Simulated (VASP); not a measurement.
# BaCrF6 (R-3m) in VASP: a series of runs

The runs below take BaCrF6 through single point, with LDA+U.

Program: VASP 6.6.1. These are calculated values, not measurements. Logs are shortened: lines on timing, memory, paths and dates and some standing lists are left out, and cuts for length are marked.

**1. The cell of the first run**

Symmetry: R-3m, No. 166, trigonal system. Conventional cell: a = 7.328 Å, b = 7.328 Å, c = 7.137 Å, α = 90.00°, β = 90.00°, γ = 120.00°. Within 3.6 Å of Ba (site symmetry -3m) lie 12 F at 2.70 to 3.00 Å and 2 Cr at 3.57 Å. Within 2.4 Å of Cr (site symmetry -3m) lie 6 F at 1.83 Å. Within 2.4 Å of F (site symmetry m) lie 1 Cr at 1.83 Å.

**2. Single point, LDA+U, collinear spin, ferromagnetic start**

INCAR

```
ALGO = Normal ; EDIFF = 1E-6
ENCUT = 700 ; GGA_COMPAT = F
ISIF = 2 ; ISMEAR = 0
ISPIN = 2 ; LASPH = T
LCHARG = T ; LDAU = T
LDAUJ = 0 0.5 0 ; LDAUL = -1 2 -1
LDAUPRINT = 1 ; LDAUTYPE = 1
LDAUU = 0 4 0 ; LELF = T
LMAXMIX = 4 ; LORBIT = 11
LREAL = F ; LVHAR = T
LWAVE = F ; MAGMOM = 0 2 0 0 0 0 0 0
NBANDS = 47 ; NELM = 200
PREC = Accurate ; SIGMA = 0.05
```

KPOINTS

```
k-points
0
Gamma
  4 4 4
```

POSCAR

```
BaCrF6
1.0
    3.6639988200      2.1154107000      2.3789998200
   -3.6639988200      2.1154107000      2.3789998200
    0.0000000000     -4.2308214000      2.3789998200
Ba Cr F
1 1 6
Direct
    0.5000000000      0.5000000000      0.5000000000
    0.0000000000      0.0000000000      0.0000000000
    0.2600000000      0.8970000000      0.2600000000
    0.2600000000      0.2600000000      0.8970000000
    0.8970000000      0.2600000000      0.2600000000
    0.7400000000      0.1030000000      0.7400000000
    0.1030000000      0.7400000000      0.7400000000
    0.7400000000      0.7400000000      0.1030000000
```

Potentials or basis: VASP PAW LDA potentials, release 64 (Ba_sv, Cr_sv, F).

Started as:

```sh
cat potpaw_LDA.64/Ba_sv/POTCAR potpaw_LDA.64/Cr_sv/POTCAR potpaw_LDA.64/F/POTCAR > POTCAR
mpirun -np 1 vasp_std > vasp.out
```

OUTCAR:

```text
EDIFF = 1E-6
   ENCUT = 700
   ISIF = 2
   ISMEAR = 0
   ISPIN = 2
   LASPH = T
   LORBIT = 11
   LREAL = F
   NELM = 200
   PREC = Accurate

 ion  position               nearest neighbor table
   1  0.500  0.500  0.500-   4 2.70   8 2.70   5 2.70   6 2.70   7 2.70   3 2.70   8 3.00   4 3.00
                             7 3.00   6 3.00   3 3.00   5 3.00   2 3.57   2 3.57
   2  0.000  0.000  0.000-   4 1.83   8 1.83   5 1.83   6 1.83   7 1.83   3 1.83   1 3.57   1 3.57

   3  0.260  0.897  0.260-   2 1.83   1 2.70   1 3.00
   4  0.260  0.260  0.897-   2 1.83   1 2.70   1 3.00
   5  0.897  0.260  0.260-   2 1.83   1 2.70   1 3.00
   6  0.740  0.103  0.740-   2 1.83   1 2.70   1 3.00
   7  0.103  0.740  0.740-   2 1.83   1 2.70   1 3.00
   8  0.740  0.740  0.103-   2 1.83   1 2.70   1 3.00

  LATTYP: Found a trigonal (rhomboedric) cell.
 ALAT       =     4.8538118899
 COS(alpha) =    -0.1396585720

  Lattice vectors:

 A1 = (   3.6639988200,   2.1154107000,   2.3789998200)
 A2 = (  -3.6639988200,   2.1154107000,   2.3789998200)
 A3 = (   0.0000000000,  -4.2308214000,   2.3789998200)

Analysis of symmetry for initial positions (statically):
=====================================================================
 Subroutine PRICEL returns:
 Original cell was already a primitive cell.

 Routine SETGRP: Setting up the symmetry group for a
 trigonal (rhombohedral) supercell.

 Subroutine GETGRP returns: Found 12 space group operations
 (whereof 12 operations were pure point group operations)
 out of a pool of 12 trial point group operations.

The static configuration has the point symmetry D_3d.

Analysis of symmetry for dynamics (positions and initial velocities):
=====================================================================
 Subroutine PRICEL returns:
 Original cell was already a primitive cell.

 Routine SETGRP: Setting up the symmetry group for a
 trigonal (rhombohedral) supercell.

 Subroutine GETGRP returns: Found 12 space group operations
 (whereof 12 operations were pure point group operations)
 out of a pool of 12 trial point group operations.

The dynamic configuration has the point symmetry D_3d.

Analysis of structural, dynamic, and magnetic symmetry:
=====================================================================
 Subroutine PRICEL returns:
 Original cell was already a primitive cell.

 Routine SETGRP: Setting up the symmetry group for a
 trigonal (rhombohedral) supercell.

 Subroutine GETGRP returns: Found 12 space group operations
 (whereof 12 operations were pure point group operations)
 out of a pool of 12 trial point group operations.

The overall configuration has the point symmetry D_3d.

 Subroutine INISYM returns: Found 12 space group operations
 (whereof 12 operations are pure point group operations),
 and found     1 'primitive' translations

----------------------------------------------------------------------------------------

                                     Primitive cell

  volume of cell :     110.6358

  direct lattice vectors                    reciprocal lattice vectors
     3.663998820  2.115410700  2.378999820     0.136462926  0.078786907  0.140114905
    -3.663998820  2.115410700  2.378999820    -0.136462926  0.078786907  0.140114905
     0.000000000 -4.230821400  2.378999820     0.000000000 -0.157573815  0.140114905

  length of vectors
     4.853811896  4.853811896  4.853811890     0.210859416  0.210859416  0.210859417

  position of ions in fractional coordinates (direct lattice)
     0.500000000  0.500000000  0.500000000
     0.000000000  0.000000000  0.000000000
     0.260000000  0.897000000  0.260000000
     0.260000000  0.260000000  0.897000000
     0.897000000  0.260000000  0.260000000
     0.740000000  0.103000000  0.740000000
     0.103000000  0.740000000  0.740000000
     0.740000000  0.740000000  0.103000000

  ion indices of the primitive-cell ions
   primitive index   ion index
                 1           1
                 2           2
                 3           3
                 4           4
                 5           5
                 6           6
                 7           7
                 8           8

----------------------------------------------------------------------------------------

 KPOINTS: k-points

Automatic generation of k-mesh.
 Grid dimensions read from file:
 generate k-points for:    4    4    4
[... 57 lines left out ...]
   NFREE  =      0    steps in history (QN), initial steepest desc. (CG)
   ISIF   =      2    stress and relaxation
   ISYM   =      2    0-nonsym 1-usesym 2-fastsym
   POTIM  = 0.5000    time-step for ionic-motion
   TEBEG  =    0.0;   TEEND  =   0.0 temperature during run
   PSTRESS=    0.0 pullay stress
   NELECT =      66.0000    total number of electrons
   NUPDOWN=      -1.0000    fix difference up-down
   EMIN   =  10.00;   EMAX   =-10.00  energy-range for DOS
   EFERMI =   0.00;   METHOD = LEGACY
   ISMEAR =     0;   SIGMA  =   0.05  broadening in eV -4-tet -1-fermi 0-gaus
   EFERMI_NEDOS =   21; number of points for ismear=-14 and -15
   IALGO  =     38    algorithm
   IMIX   =      4    mixing-type and parameters
     AMIX     =   0.40;   BMIX     =  1.00
     AMIX_MAG =   1.60;   BMIX_MAG =  1.00
  volume/ion in A,a.u.               =      13.83        93.33
  Fermi-wavevector in a.u.,A,eV,Ry     =   1.378132  2.604292 25.840847  1.899249
  Thomas-Fermi vector in A             =   2.503222
   LORBIT       =     11    0 simple, 1 ext, 2 COOP (PROOUT), +10 PAW based schemes
 LDA+U is selected, type is set to LDAUTYPE =  1
   angular momentum for each species LDAUL =    -1    2   -1
   U (eV)           for each species LDAUU =   0.0  4.0  0.0
   J (eV)           for each species LDAUJ =   0.0  0.5  0.0
   GGA     = CA    functional components
   LHFCALC =     F    Hartree Fock is set to
   AEXX    =    0.0000 exact exchange contribution
   IVDW    =     0    specifies the selected vdW correction
   LEPSILON=     F    determine dielectric tensor
   LRPA    =     F    only Hartree local field effects (RPA)
 spin polarized calculation
 Gauss-broadening in eV      SIGMA  =   0.05
  energy-cutoff  :      700.00
  volume of cell :      110.64
 maximum number of plane-waves:      4672
 NGX is ok and might be reduce to    42
   NGX = 21   NGY = 21   NGZ = 21

atom =   2  type =  2  l = 2

 onsite density matrix

spin component  1

  0.4888  0.0000  0.0000  0.1498  0.0000
  0.0000  0.3594 -0.0000 -0.0000  0.1498
  0.0000 -0.0000  0.9110 -0.0000 -0.0000
  0.1498 -0.0000 -0.0000  0.3594 -0.0000
  0.0000  0.1498 -0.0000 -0.0000  0.4888

spin component  2

  0.1378 -0.0000 -0.0000 -0.0639 -0.0000
 -0.0000  0.1650  0.0000  0.0000 -0.0639
 -0.0000  0.0000  0.0708  0.0000 -0.0000
 -0.0639  0.0000  0.0000  0.1650  0.0000
 -0.0000 -0.0639 -0.0000  0.0000  0.1378

 occupancies and eigenvectors

  o =  0.0708  v =  0.0000  0.0000  0.0000  0.0000  0.0000 -0.0000 -0.0000 -1.0000 -0.0000 -0.0000      0.0000  0.0000  0.0000  0.0000  0.0000  0.0000  0.0000  0.0000  0.0000  0.0000
  o =  0.0860  v =  0.0000  0.0000  0.0000  0.0000  0.0000 -0.0000 -0.6293  0.0000 -0.0000 -0.7772      0.0000  0.0000  0.0000  0.0000  0.0000  0.0000  0.0000  0.0000  0.0000  0.0000
  o =  0.0860  v =  0.0000  0.0000  0.0000  0.0000  0.0000  0.7772 -0.0000  0.0000  0.6293 -0.0000      0.0000  0.0000  0.0000  0.0000  0.0000  0.0000  0.0000  0.0000  0.0000  0.0000
  o =  0.2167  v =  0.0000  0.0000  0.0000  0.0000  0.0000 -0.0000 -0.7772 -0.0000  0.0000  0.6293      0.0000  0.0000  0.0000  0.0000  0.0000  0.0000  0.0000  0.0000  0.0000  0.0000
  o =  0.2167  v =  0.0000  0.0000  0.0000  0.0000  0.0000 -0.6293  0.0000  0.0000  0.7772 -0.0000      0.0000  0.0000  0.0000  0.0000  0.0000  0.0000  0.0000  0.0000  0.0000  0.0000
  o =  0.2610  v =  0.0000 -0.8356  0.0000  0.0000  0.5494  0.0000  0.0000  0.0000  0.0000  0.0000      0.0000  0.0000  0.0000  0.0000  0.0000  0.0000  0.0000  0.0000  0.0000  0.0000
  o =  0.2610  v = -0.5494  0.0000 -0.0000  0.8356 -0.0000  0.0000  0.0000  0.0000  0.0000  0.0000      0.0000  0.0000  0.0000  0.0000  0.0000  0.0000  0.0000  0.0000  0.0000  0.0000
  o =  0.5873  v =  0.0000 -0.5494 -0.0000  0.0000 -0.8356  0.0000  0.0000  0.0000  0.0000  0.0000      0.0000  0.0000  0.0000  0.0000  0.0000  0.0000  0.0000  0.0000  0.0000  0.0000
  o =  0.5873  v =  0.8356  0.0000  0.0000  0.5494  0.0000  0.0000  0.0000  0.0000  0.0000  0.0000      0.0000  0.0000  0.0000  0.0000  0.0000  0.0000  0.0000  0.0000  0.0000  0.0000
  o =  0.9110  v =  0.0000  0.0000 -1.0000 -0.0000  0.0000  0.0000  0.0000  0.0000  0.0000  0.0000      0.0000  0.0000  0.0000  0.0000  0.0000  0.0000  0.0000  0.0000  0.0000  0.0000

 number of electron      65.9999982 magnetization       1.9999998

 Free energy of the ion-electron system (eV)
  ---------------------------------------------------
  ext. energy  EPLUGINS =         0.00000000
  ---------------------------------------------------
  free energy    TOTEN  =       -48.59346174 eV

  energy without entropy =      -48.58423756  energy(sigma->0) =      -48.58884965

 E-fermi :   0.3248     XC(G=0): -10.3789

 val. band max:        0.3243908096   @ k =  -0.2500   0.2500   0.2500
 cond. band min:       0.3308552017   @ k =  -0.2500   0.2500   0.2500
 fundamental gap:      0.0064643921
 Fermi energy:         0.3248455822

 spin component 1

 k-point     1 :       0.0000    0.0000    0.0000
  band No.  band energies     occupation
      1     -72.4469      1.00000
      2     -44.2523      1.00000
      3     -44.2523      1.00000
      4     -44.0751      1.00000
      5     -24.4828      1.00000
      6     -21.6589      1.00000
[... 613 lines left out ...]
     44      12.1682      0.00000
     45      12.2084      0.00000
 Fermi energy:         0.3248455822

 spin component 2

 k-point     1 :       0.0000    0.0000    0.0000
  band No.  band energies     occupation
      1     -70.3473      1.00000
      2     -42.3256      1.00000
      3     -42.3256      1.00000
      4     -41.8759      1.00000
      5     -24.4823      1.00000
      6     -21.6495      1.00000
[... 613 lines left out ...]
     44      12.1930      0.00000
     45      12.2177      0.00000
 [bands above 45 left out]

------------------------ aborting loop because EDIFF is reached ----------------------------------------

  FORCE on cell =-STRESS in cart. coord.  units (eV):
  Direction    XX          YY          ZZ          XY          YZ          ZX
  --------------------------------------------------------------------------------------
  -------------------------------------------------------------------------------------
  Total       -3.9281019     -3.9281018     -0.3924433     -0.0000000      0.0000000      0.0000000
  in kB      -56.8849843    -56.8849841     -5.6831854     -0.0000000      0.0000000      0.0000000
  external PRESSURE =     -39.8177180 kB  Pullay stress =       0.0000000 kB

 VOLUME and BASIS-vectors are now :
 -----------------------------------------------------------------------------
  energy-cutoff  :      700.00
  volume of cell :      110.64
      direct lattice vectors                 reciprocal lattice vectors
     3.663998820  2.115410700  2.378999820     0.136462926  0.078786907  0.140114905
    -3.663998820  2.115410700  2.378999820    -0.136462926  0.078786907  0.140114905
     0.000000000 -4.230821400  2.378999820     0.000000000 -0.157573815  0.140114905

 POSITION                                       TOTAL-FORCE (eV/Angst)
 -----------------------------------------------------------------------------------
      0.00000      0.00000      3.56850         0.000000      0.000000     -0.000000
      0.00000      0.00000      0.00000         0.000000      0.000000     -0.000000
     -2.33397      1.34752      3.37104        -0.423115      0.244286      0.451422
      0.00000     -2.69503      3.37104         0.000000     -0.488572      0.451422
      2.33397      1.34752      3.37104         0.423115      0.244286      0.451422
      2.33397     -1.34752      3.76596         0.423115     -0.244286     -0.451422
     -2.33397     -1.34752      3.76596        -0.423115     -0.244286     -0.451422
      0.00000      2.69503      3.76596         0.000000      0.488572     -0.451422
 -----------------------------------------------------------------------------------
    total drift:                               -0.000000      0.000000     -0.000000

  FREE ENERGIE OF THE ION-ELECTRON SYSTEM (eV)
  ---------------------------------------------------
  free  energy   TOTEN  =       -48.5934617421 eV

  energy  without entropy=      -48.5842375600  energy(sigma->0) =      -48.58884965

 total charge

# of ion       s       p       d       tot
------------------------------------------
    1        1.985   5.626   0.172   7.784
    2        2.159   6.064   3.259  11.482
    3        1.728   4.335   0.000   6.063
    4        1.728   4.335   0.000   6.063
    5        1.728   4.335   0.000   6.063
    6        1.728   4.335   0.000   6.063
    7        1.728   4.335   0.000   6.063
    8        1.728   4.335   0.000   6.063
--------------------------------------------------
tot         14.512  37.702   3.431  55.645

 magnetization (x)

# of ion       s       p       d       tot
------------------------------------------
    1        0.000  -0.001   0.001   0.001
    2        0.006   0.008   1.925   1.939
    3       -0.000  -0.013   0.000  -0.013
    4       -0.000  -0.013   0.000  -0.013
    5       -0.000  -0.013   0.000  -0.013
    6       -0.000  -0.013   0.000  -0.013
    7       -0.000  -0.013   0.000  -0.013
    8       -0.000  -0.013   0.000  -0.013
--------------------------------------------------
tot          0.005  -0.072   1.926   1.859
```

Wall time 3.1 min (1 thread of AMD EPYC 7R13 (Zen 3), shared host); peak memory 0.3 GiB.

What came out:

- Free energy: -48.5935 eV
- Pressure: -4.0 GPa
- Largest force: 0.665 eV/Å
- Band gap on the k mesh: zero (filled and empty bands overlap)
- Net moment: 2.00 μB per cell
- Site moments: Ba +0.00; Cr +1.94; F -0.01 μB
- Valence electrons inside the program's atomic spheres: Ba 7.78; Cr 11.48; F 6.06

Forces on the atoms (eV/Å):
```
Ba   0.000  0.000  0.000
Cr   0.000  0.000  0.000
F   -0.423  0.244  0.451
F    0.000 -0.489  0.451
F    0.423  0.244  0.451
F    0.423 -0.244 -0.451
F   -0.423 -0.244 -0.451
F    0.000  0.489 -0.451
```

Eigenvalues of the final occupation matrices:
```csv
site,spin,trace,eigenvalues
site 2 d,1,2.61,0.26 0.26 0.59 0.59 0.91
site 2 d,2,0.68,0.07 0.09 0.09 0.22 0.22
```

Caveat: the stress differs along the axes, from -6 to -1 GPa; spin-orbit coupling is left out, which moves the levels of the heavy elements; a cell with one magnetic atom can't hold antiferromagnetic order, which such compounds often take.

**3. Single point, LDA+U, collinear spin, ferromagnetic start**

INCAR

```
PREC = Accurate
ENCUT = 700
EDIFF = 1E-6
ISMEAR = 0
SIGMA = 0.05
LREAL = False
LASPH = True
NELM = 200
ALGO = Normal
ISIF = 2
LWAVE = False
LCHARG = True
ISPIN = 2
MAGMOM = 0 1.74 -0.03 -0.03 -0.03 -0.03 -0.03 -0.03
LORBIT = 11
LMAXMIX = 4
LDAU = True
LDAUTYPE = 1
LDAUL = -1 2 -1
LDAUU = 0 4 0
LDAUJ = 0 0.5 0
LDAUPRINT = 1
LELF = True
LVHAR = True
NBANDS = 47
GGA_COMPAT = False
```

KPOINTS

```
regular mesh
0
Gamma
  4 4 4
```

POSCAR is that of step 2.

Potentials or basis: VASP PAW LDA potentials, release 64 (Ba_sv, Cr_sv, F).

Started as:

```sh
cat potpaw_LDA.64/Ba_sv/POTCAR potpaw_LDA.64/Cr_sv/POTCAR potpaw_LDA.64/F/POTCAR > POTCAR
mpirun -np 1 vasp_std > vasp.out
```

Run time: 3.3 min. Hardware: 1 thread of AMD EPYC 7R13 (Zen 3), shared host; peak memory 0.3 GiB.

Results (log left out):

- Free energy: -48.5935 eV
- Pressure: -4.0 GPa
- Largest force: 0.665 eV/Å
- Band gap on the k mesh: zero (filled and empty bands overlap)
- Net moment: 2.00 μB per cell
- Site moments: Ba +0.00; Cr +1.94; F -0.01 μB
- Valence electrons inside the program's atomic spheres: Ba 7.78; Cr 11.48; F 6.06

Forces on the atoms (eV/Å):
```
Ba   0.000  0.000  0.000
Cr   0.000  0.000  0.000
F   -0.423  0.244  0.451
F    0.000 -0.488  0.451
F    0.423  0.244  0.451
F    0.423 -0.244 -0.451
F   -0.423 -0.244 -0.451
F    0.000  0.488 -0.451
```

Stress tensor (GPa, compression positive):
```
-5.69  0.00  0.00
 0.00 -5.69  0.00
 0.00  0.00 -0.57
```

Levels at points of the mesh, in eV from the Fermi level:
Spin up:
| k point | band 31 | band 32 | band 33 | band 34 | band 35 | band 36 | band 37 | band 38 |
| --- | --- | --- | --- | --- | --- | --- | --- | --- |
| (0.00, 0.00, 0.00) | -2.01 | -1.49 | -0.75 | -0.18 | -0.18 | 3.44 | 3.44 | 6.17 |
| (0.50, 0.00, 0.00) | -2.02 | -1.80 | -0.72 | -0.13 | 0.07 | 3.70 | 3.76 | 7.30 |
| (0.50, 0.50, 0.00) | -2.19 | -2.02 | -0.96 | -0.15 | 0.20 | 3.38 | 3.65 | 7.08 |
| (0.50, 0.50, 0.50) | -2.17 | -2.08 | -0.96 | 0.12 | 0.12 | 3.60 | 3.60 | 7.27 |
Spin down:
```csv
k point,band 28,band 29,band 30,band 31,band 32,band 33,band 34,band 35,band 36,band 37
"(0.00, 0.00, 0.00)",-2.43,-2.23,-2.04,-2.04,-1.53,2.92,2.92,3.53,4.44,4.44
"(0.50, 0.00, 0.00)",-2.38,-2.16,-2.11,-2.05,-1.81,2.97,3.05,3.54,4.72,4.77
"(0.50, 0.50, 0.00)",-2.42,-2.35,-2.26,-2.20,-1.97,2.91,3.10,3.39,4.41,4.65
"(0.50, 0.50, 0.50)",-2.51,-2.49,-2.15,-2.15,-2.11,3.07,3.07,3.41,4.62,4.62
```

Eigenvalues of the final occupation matrices:
```tsv
site	spin	trace	eigenvalues
site 2 d	1	2.61	0.26 0.26 0.59 0.59 0.91
site 2 d	2	0.68	0.07 0.09 0.09 0.22 0.22
```

Caveat: the stress differs along the axes, from -6 to -1 GPa; spin-orbit coupling is left out, which moves the levels of the heavy elements; a cell with one magnetic atom can't hold antiferromagnetic order, which such compounds often take.
